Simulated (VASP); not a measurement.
Input of a VASP 6.6.1 run:

The input INCAR:

```
ALGO = Normal
EDIFF = 1E-6
ENCUT = 520
GGA = PE
ISIF = 2
ISMEAR = 0
LASPH = True
LCHARG = False
LREAL = False
LWAVE = False
NBANDS = 14
NELM = 100
PREC = Accurate
SIGMA = 0.1
```

The input KPOINTS:

```
k-points
0
Gamma
  14 14 14
```

File POSCAR:

```
Be4C
1.0
   -2.2191566083      2.2191566083      1.8912302002
    2.2191566083     -2.2191566083      1.8912302002
    2.2191566083      2.2191566083     -1.8912302002
Be C
4 1
Direct
    0.5820794350      0.0820794350      0.1641588701
    0.9179205650      0.4179205650      0.8358411299
    0.0820794350      0.9179205650      0.5000000000
    0.4179205650      0.5820794350      0.5000000000
    0.0000000000      0.0000000000      0.0000000000
```

Potentials or basis: VASP PAW PBE potentials, release 64 (Be, C).

Run with:

```bash
$ cat potpaw_PBE.64/Be/POTCAR potpaw_PBE.64/C/POTCAR > POTCAR
$ mpirun -np 1 vasp_std > vasp.out
```

Question: Estimate the band gap on the k mesh.

Answer: Zero (band 6 reaches 8.00 eV, above the bottom of band 7 at 6.12 eV).

Question: What does it give for the pressure?

Answer: 0.2 GPa.

Forces on the atoms (eV/Å):
```
Be   0.002  0.002  0.000
Be  -0.002 -0.002  0.000
Be  -0.002  0.002  0.000
Be   0.002 -0.002  0.000
C    0.000  0.000  0.000
```
